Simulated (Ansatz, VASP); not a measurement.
# Two plane-wave programs on SiC

The input INCAR:

```
PREC = Accurate
ENCUT = 520
EDIFF = 1E-6
ISMEAR = 0
SIGMA = 0.05
LREAL = False
LASPH = True
NELM = 60
ALGO = Normal
ISIF = 2
LWAVE = False
LCHARG = True
GGA = PS
LELF = True
LVHAR = True
NBANDS = 11
```

The input KPOINTS:

```
regular mesh
0
Gamma
  10 10 10
```

Contents of POSCAR:

```
SiC
1.0
    0.0000000000      2.1783895848      2.1783895848
    2.1783895848      0.0000000000      2.1783895848
    2.1783895848      2.1783895848      0.0000000000
Si C
1 1
Direct
   -0.0058896629      0.0058896629      0.0058896629
    0.7637716413      0.7362283587      0.7362283587
```

Input for Ansatz:

```yaml
crystal:
  lattice:
    - [0.0, 2.1783895848, 2.1783895848]
    - [2.1783895848, 0.0, 2.1783895848]
    - [2.1783895848, 2.1783895848, 0.0]
  atoms:
    - { symbol: Si, position: [-0.0058896629, 0.0058896629, 0.0058896629] }
    - { symbol: C, position: [0.7637716413, 0.7362283587, 0.7362283587] }
basis:
  ecutwfc: 520.0
kpoints:
  mp_grid: { grid: [10, 10, 10] }
hamiltonian:
  xc: pbesol
scf:
  occupations: { method: gaussian, width: 0.05 }
output:
  forces: true
  stress: true
  eigenvalues: true
```

Change from the starting cell: mode 4 frozen in at -0.060 Å and mode 5 at +0.000 Å (largest displacements).

Alike in both runs: task single point; functional PBEsol; k mesh 10 × 10 × 10; occupations gaussian, width 0.05 eV; no spin polarisation.

```csv
,VASP,Ansatz
version,VASP 6.6.1,Ansatz 0.2.0
potentials or method,"VASP PAW PBE potentials, release 64 (Si, C), cutoff 520 eV","scalar-relativistic, plane waves, PAW"
valence electrons in the cell,8,8
```

```tsv
	VASP	Ansatz	Ansatz less VASP
gap on the k mesh at the Fermi level (eV)	0.83	0.84	+0.009
least direct gap on the mesh (eV)	4.24	4.25	+0.008
pressure (GPa)	1.2	0.9	-0.35
traceless stress, the component that is largest in VASP (GPa)	-5.76	-5.68	+0.077
rms of the force components (eV/Å)	0.941	0.938	-0.0029
```

VASP's potentials were made for PBE, not for PBEsol. Atom by atom the forces differ by 0.003 eV/Å (rms over components).
